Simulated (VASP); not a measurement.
# La (Pm-3m) in VASP: relaxation of cell and atoms with PBE

Aim: the relaxation of cell and atoms of La with PBE.

Program: VASP 6.6.1. These are calculated values, not measurements. Logs are shortened: lines on timing, memory, paths and dates and some standing lists are left out, and cuts for length are marked.

**1. The cell of the first run**

Symmetry: Pm-3m, No. 221, cubic system. The conventional cell has a = 3.429 Å, b = 3.429 Å, c = 3.429 Å, α = 90.00°, β = 90.00°, γ = 90.00°. La (site symmetry m-3m) has 6 La at 3.43 Å within 4.5 Å.

**2. Relaxation of cell and atoms, PBE**

INCAR

```
SYSTEM = La
PREC = Accurate
ENCUT = 500
EDIFF = 1E-7
ISMEAR = -1
SIGMA = 0.08
LREAL = .FALSE.
LASPH = .TRUE.
NELM = 200
ALGO = Normal
ISIF = 3
LWAVE = .FALSE.
LCHARG = .FALSE.
GGA = PE
IBRION = 2
NSW = 60
EDIFFG = -0.005
GGA_COMPAT = .FALSE.
NELMIN = 4
LMAXMIX = 6
```

KPOINTS

```
Automatic mesh
0
G
  12 12 12
  0 0 0
```

POSCAR

```
La
1.0
    3.4288230172      0.0000000000      0.0000000000
    0.0000000000      3.4288230172      0.0000000000
    0.0000000000      0.0000000000      3.4288230172
La
1
Direct
    0.0000000000      0.0000000000      0.0000000000
```

Potentials or basis: VASP PAW PBE potentials, release 64 (La).

Run with:

```
cat potpaw_PBE.64/La/POTCAR > POTCAR
mpirun -np 1 vasp_std > vasp.out
```

OUTCAR:

```text
SYSTEM = La
   PREC = Accurate
   ENCUT = 500
   EDIFF = 1E-7
   ISMEAR = -1
   LREAL = .FALSE.
   LASPH = .TRUE.
   NELM = 200
   ISIF = 3
   GGA = PE
   IBRION = 2
   NSW = 60
   EDIFFG = -0.005
   NELMIN = 4

 ion  position               nearest neighbor table
   1  0.000  0.000  0.000-

  LATTYP: Found a simple cubic cell.
 ALAT       =     3.4288230172

  Lattice vectors:

 A1 = (   3.4288230172,   0.0000000000,   0.0000000000)
 A2 = (   0.0000000000,   3.4288230172,   0.0000000000)
 A3 = (   0.0000000000,   0.0000000000,   3.4288230172)

Analysis of symmetry for initial positions (statically):
=====================================================================
 Subroutine PRICEL returns:
 Original cell was already a primitive cell.

 Routine SETGRP: Setting up the symmetry group for a
 simple cubic supercell.

 Subroutine GETGRP returns: Found 48 space group operations
 (whereof 48 operations were pure point group operations)
 out of a pool of 48 trial point group operations.

The static configuration has the point symmetry O_h .

Analysis of symmetry for dynamics (positions and initial velocities):
=====================================================================
 Subroutine PRICEL returns:
 Original cell was already a primitive cell.

 Routine SETGRP: Setting up the symmetry group for a
 simple cubic supercell.

 Subroutine GETGRP returns: Found 48 space group operations
 (whereof 48 operations were pure point group operations)
 out of a pool of 48 trial point group operations.

The dynamic configuration has the point symmetry O_h .

 Subroutine INISYM returns: Found 48 space group operations
 (whereof 48 operations are pure point group operations),
 and found     1 'primitive' translations

----------------------------------------------------------------------------------------

                                     Primitive cell

  volume of cell :      40.3121

  direct lattice vectors                    reciprocal lattice vectors
     3.428823017  0.000000000  0.000000000     0.291645266  0.000000000  0.000000000
     0.000000000  3.428823017  0.000000000     0.000000000  0.291645266  0.000000000
     0.000000000  0.000000000  3.428823017     0.000000000  0.000000000  0.291645266

  length of vectors
     3.428823017  3.428823017  3.428823017     0.291645266  0.291645266  0.291645266

  position of ions in fractional coordinates (direct lattice)
     0.000000000  0.000000000  0.000000000

  ion indices of the primitive-cell ions
   primitive index   ion index
                 1           1

----------------------------------------------------------------------------------------

 KPOINTS: Automatic mesh

Automatic generation of k-mesh.
 Grid dimensions read from file:
 generate k-points for:   12   12   12

 Generating k-lattice:

  Cartesian coordinates                     Fractional coordinates (reciprocal lattice)
     0.024303772  0.000000000  0.000000000     0.083333333  0.000000000  0.000000000
     0.000000000  0.024303772  0.000000000     0.000000000  0.083333333  0.000000000
     0.000000000  0.000000000  0.024303772     0.000000000  0.000000000  0.083333333

  Length of vectors
     0.024303772  0.024303772  0.024303772

  Shift w.r.t. Gamma in fractional coordinates (k-lattice)
     0.000000000  0.000000000  0.000000000

 Subroutine IBZKPT returns following result:
 ===========================================

 Found     84 irreducible k-points:

 Following reciprocal coordinates:
            Coordinates               Weight
  0.000000  0.000000  0.000000      1.000000
  0.083333  0.000000  0.000000      6.000000
  0.166667  0.000000  0.000000      6.000000
  0.250000  0.000000  0.000000      6.000000
  0.333333  0.000000  0.000000      6.000000
  0.416667  0.000000  0.000000      6.000000
[... 16 lines left out ...]
  0.333333  0.333333  0.000000     12.000000
  0.416667  0.333333  0.000000     24.000000
 [... further k-points ...]
   k-points           NKPTS =     84   k-points in BZ     NKDIM =     84   number of bands    NBANDS=      9
   number of dos      NEDOS =    301   number of ions     NIONS =      1
   total plane-waves  NPLWV =  21952
   dimension x,y,z NGX =    28 NGY =   28 NGZ =   28
   dimension x,y,z NGXF=    56 NGYF=   56 NGZF=   56
   ions per type =               1
   NGX,Y,Z   is equivalent  to a cutoff of  13.58, 13.58, 13.58 a.u.
   NGXF,Y,Z  is equivalent  to a cutoff of  27.15, 27.15, 27.15 a.u.
 SYSTEM =  La
   PREC   = accura    normal or accurate (medium, high low for compatibility)
   ISTART =      0    job   : 0-new  1-cont  2-samecut
   ICHARG =      2    charge: 1-file 2-atom 10-const
   ISPIN  =      1    spin polarized calculation?
   LNONCOLLINEAR =      F non collinear calculations
   LSORBIT =      F    spin-orbit coupling
   LASPH  =      T    aspherical Exc in radial PAW
   ENCUT  =  500.0 eV  36.75 Ry    6.06 a.u.   6.25  6.25  6.25*2*pi/ulx,y,z
   NELM   =    200;   NELMIN=  4; NELMDL= -5     # of ELM steps
   EDIFF  = 0.1E-06   stopping-criterion for ELM
   LREAL  =      F    real-space projection
   EDIFFG = -.5E-02   stopping-criterion for IOM
   NSW    =     60    number of steps for IOM
   IBRION =      2    ionic relax: 0-MD 1-quasi-New 2-CG
   NFREE  =      1    steps in history (QN), initial steepest desc. (CG)
   ISIF   =      3    stress and relaxation
   ISYM   =      2    0-nonsym 1-usesym 2-fastsym
   POTIM  = 0.5000    time-step for ionic-motion
   TEBEG  =    0.0;   TEEND  =   0.0 temperature during run
   PSTRESS=    0.0 pullay stress
   NELECT =      11.0000    total number of electrons
   NUPDOWN=      -1.0000    fix difference up-down
   EMIN   =  10.00;   EMAX   =-10.00  energy-range for DOS
   EFERMI =   0.00;   METHOD = LEGACY
   ISMEAR =    -1;   SIGMA  =   0.08  broadening in eV -4-tet -1-fermi 0-gaus
   EFERMI_NEDOS =   21; number of points for ismear=-14 and -15
   IALGO  =     38    algorithm
   IMIX   =      4    mixing-type and parameters
     AMIX     =   0.40;   BMIX     =  1.00
     AMIX_MAG =   1.60;   BMIX_MAG =  1.00
  volume/ion in A,a.u.               =      40.31       272.04
  Fermi-wavevector in a.u.,A,eV,Ry     =   1.061844  2.006594 15.340737  1.127512
  Thomas-Fermi vector in A             =   2.197274
   LORBIT       =      0    0 simple, 1 ext, 2 COOP (PROOUT), +10 PAW based schemes
   GGA     = PE    functional components
   LHFCALC =     F    Hartree Fock is set to
   AEXX    =    0.0000 exact exchange contribution
   IVDW    =     0    specifies the selected vdW correction
   LEPSILON=     F    determine dielectric tensor
   LRPA    =     F    only Hartree local field effects (RPA)
 conjugate gradient relaxation of ions
 non-spin polarized calculation
  energy-cutoff  :      500.00
  volume of cell :       40.31
 maximum number of plane-waves:      1064
 NGX is ok and might be reduce to    28
   NGX = 13   NGY = 13   NGZ = 13

--------------------------------------- Ionic step        1  -------------------------------------------

 number of electron      11.0000002 magnetization

 Free energy of the ion-electron system (eV)
  ---------------------------------------------------
  ext. energy  EPLUGINS =         0.00000000
  ---------------------------------------------------
  free energy    TOTEN  =        -4.37948447 eV

  energy without entropy =       -4.32804317  energy(sigma->0) =       -4.35376382

------------------------ aborting loop because EDIFF is reached ----------------------------------------

  FORCE on cell =-STRESS in cart. coord.  units (eV):
  Direction    XX          YY          ZZ          XY          YZ          ZX
  --------------------------------------------------------------------------------------
  -------------------------------------------------------------------------------------
  Total       -0.4393469     -0.4393469     -0.4393469      0.0000000      0.0000000      0.0000000
  in kB      -17.4615550    -17.4615550    -17.4615550      0.0000000      0.0000000      0.0000000
  external PRESSURE =     -17.4615550 kB  Pullay stress =       0.0000000 kB
[... 90 lines left out ...]
  energy  without entropy=       -4.3492004106  energy(sigma->0) =       -4.37400574

--------------------------------------- Ionic step        4  -------------------------------------------

 number of electron      10.9999998 magnetization

 Free energy of the ion-electron system (eV)
  ---------------------------------------------------
  ext. energy  EPLUGINS =         0.00000000
  ---------------------------------------------------
  free energy    TOTEN  =        -4.39881618 eV

  energy without entropy =       -4.34924628  energy(sigma->0) =       -4.37403123

 E-fermi :   7.7616     XC(G=0):  -9.5217

 val. band max:        7.7521184773   @ k =   0.4167   0.3333   0.3333
 cond. band min:       7.7726148062   @ k =   0.3333   0.2500   0.0833
 fundamental gap:      0.0204963289
 Fermi energy:         7.7615505568

 k-point     1 :       0.0000    0.0000    0.0000
  band No.  band energies     occupation
      1     -25.3366      2.00000
      2      -8.0723      2.00000
      3      -8.0723      2.00000
      4      -8.0723      2.00000
      5       4.9141      2.00000
      6       6.6624      2.00000
      7       6.6624      2.00000
      8       9.6463      0.00000
      9       9.6463      0.00000
[... 265 lines left out ...]
 k-point    24 :       0.4167    0.3333    0.0000
  band No.  band energies     occupation
      1     -24.9527      2.00000
      2      -9.6239      2.00000
      3      -9.2738      2.00000
      4      -7.7575      2.00000
      5       6.0996      2.00000
      6       7.8634      0.43743
      7       9.2390      0.00000
      8       9.4287      0.00000
      9       9.6980      0.00000

 [... further k-points ...]

------------------------ aborting loop because EDIFF is reached ----------------------------------------

  FORCE on cell =-STRESS in cart. coord.  units (eV):
  Direction    XX          YY          ZZ          XY          YZ          ZX
  --------------------------------------------------------------------------------------
  -------------------------------------------------------------------------------------
  Total        0.0017228      0.0017228      0.0017228      0.0000000      0.0000000     -0.0000000
  in kB        0.0746569      0.0746569      0.0746569      0.0000000      0.0000000     -0.0000000
  external PRESSURE =       0.0746569 kB  Pullay stress =       0.0000000 kB
[... 16 lines left out ...]
  FREE ENERGIE OF THE ION-ELECTRON SYSTEM (eV)
  ---------------------------------------------------
  free  energy   TOTEN  =        -4.3988161770 eV

  energy  without entropy=       -4.3492462830  energy(sigma->0) =       -4.37403123

 reached required accuracy - stopping structural energy minimisation
```

Run time: 1.7 min. Hardware: 1 thread of Intel Xeon Platinum 8259CL at 2.50GHz (Skylake/Cascade Lake), shared host; peak memory 0.2 GiB.

What came out:

| Quantity | Value |
| --- | --- |
| Free energy | -4.3988 eV |
| Relaxed volume | 36.97 Å³/atom |
| Relaxed cell | a = 3.331 Å, b = 3.331 Å, c = 3.331 Å, α = 90.00°, β = 90.00°, γ = 90.00° |
| Space group after relaxing (to 0.05 Å) | Pm-3m (No. 221) |
| Energy gained by relaxing | 19.3 meV/atom |
| Ionic steps | 4 |
| Pressure after relaxing | 0.0 GPa |

The path:
| step | energy change (eV) | largest force (eV/Å) | pressure (GPa) | volume (Å³) |
| --- | --- | --- | --- | --- |
| 1 | 0.0000 | 0.0000 | -1.75 | 40.31 |
| 2 | -0.0180 | 0.0000 | -0.49 | 37.80 |
| 3 | -0.0193 | 0.0000 | -0.03 | 37.04 |
| 4 | -0.0193 | 0.0000 | 0.01 | 36.97 |

Final structure:
```
La
1.0
     3.33140    0.00000    0.00000
     0.00000    3.33140    0.00000
     0.00000    0.00000    3.33140
La
1
Direct
  0.00000 0.00000 0.00000
```

Levels at points of the mesh, in eV from the Fermi level:
| k point | band 3 | band 4 | band 5 | band 6 | band 7 | band 8 |
| --- | --- | --- | --- | --- | --- | --- |
| (0.00, 0.00, 0.00) | -15.83 | -15.83 | -2.85 | -1.10 | -1.10 | 1.88 |
| (0.50, 0.00, 0.00) | -15.64 | -15.64 | -0.66 | -0.28 | 0.91 | 1.40 |
| (0.50, 0.50, 0.00) | -17.41 | -15.46 | -2.40 | 0.56 | 1.45 | 1.45 |
| (0.50, 0.50, 0.50) | -17.15 | -17.15 | -1.07 | -1.07 | -1.07 | 1.20 |

Caveat: spin-orbit coupling is left out, which moves the levels of the heavy elements.
